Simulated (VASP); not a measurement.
A run of VASP 6.6.1:

Contents of INCAR:

```
SYSTEM = HgTe
PREC     = Accurate       ! precision mode
ENCUT    = 520            ! plane-wave cutoff, eV
EDIFF    = 1E-8           ! SCF threshold, eV
ISMEAR   = -1             ! smearing method
SIGMA    = 0.03           ! smearing width, eV
LREAL    = .FALSE.        ! projectors in reciprocal space
LASPH    = .TRUE.         ! aspherical terms in the spheres
NELM     = 100            ! most SCF steps
ALGO     = Normal         ! electronic algorithm
ISIF     = 2              ! what is computed and relaxed
LWAVE    = .FALSE.        ! write WAVECAR
LCHARG   = .FALSE.        ! write CHGCAR
LEFG     = .TRUE.       
NBANDS   = 16             ! bands
```

KPOINTS

```
Automatic mesh
0
G
  11 11 11
  0 0 0
```

POSCAR

```
HgTe
1.0
    0.0000000000      3.2235000000      3.1590300000
    3.2235000000      0.0000000000      3.1590300000
    3.2235000000      3.2235000000      0.0000000000
Hg Te
1 1
Direct
    0.0000000000      0.0000000000      0.0000000000
    0.7500000000      0.7500000000      0.7500000000
```

Potentials or basis: VASP PAW LDA potentials, release 64 (Hg, Te).

Command:

```bash
$ cat potpaw_LDA.64/Hg/POTCAR potpaw_LDA.64/Te/POTCAR > POTCAR
$ mpirun -np 1 vasp_std > vasp.out
```

Hardware: 1 thread of Intel(R) Xeon(R) 6975P-C (Granite Rapids) (shared host).

Problem. How long does it take, and how much memory?

Solution. Run time: 47 s on 1 thread of Intel(R) Xeon(R) 6975P-C (Granite Rapids), with other jobs on the host, peak memory 0.27 GiB. Counts: scf iterations 15, k points 126.
